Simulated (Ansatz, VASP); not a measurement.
## Two plane-wave programs on SnO

```xyz
4
Lattice="3.7622 0.0000 0.0000 0.0000 3.7622 0.0000 0.0000 0.0000 4.8209" Properties=species:S:1:pos:R:3 pbc="T T T"
Sn    1.8811    0.0000    3.6862
Sn    0.0000    1.8811    1.1347
O     0.0000    0.0000    0.0000
O     1.8811    1.8811    0.0000
```

Alike in both runs: task single point; functional r2SCAN; k mesh 7 × 7 × 6; occupations fermi-dirac, width 0.05 eV; no spin polarisation.

|  | VASP | Ansatz |
| --- | --- | --- |
| version | VASP 6.6.1 | Ansatz 0.2.0 |
| potentials or method | VASP PAW PBE potentials, release 64 (Sn_d, O) | Ansatz PAW |
| plane-wave cutoff (eV) | 520 | 500 |
| valence electrons in the cell | 40 | 40 |

|  | VASP | Ansatz | Ansatz less VASP |
| --- | --- | --- | --- |
| gap on the k mesh at the Fermi level (eV) | 0.33 | 0.32 | -0.009 |
| least direct gap on the mesh (eV) | 2.34 | 2.39 | +0.046 |
| pressure (GPa) | 4.5 | 3.8 | -0.67 |
| traceless stress, the component that is largest in VASP (GPa) | -0.70 | -0.64 | +0.060 |
| rms of the force components (eV/Å) | 0.258 | 0.193 | -0.0648 |

VASP's potentials were made for PBE, not for r2SCAN. Atom by atom the forces differ by 0.065 eV/Å (rms over components).

Noted on Ansatz's run: odd divisions of the mesh miss points on the zone boundary, where band edges often lie, so the gap on the mesh can be too wide.
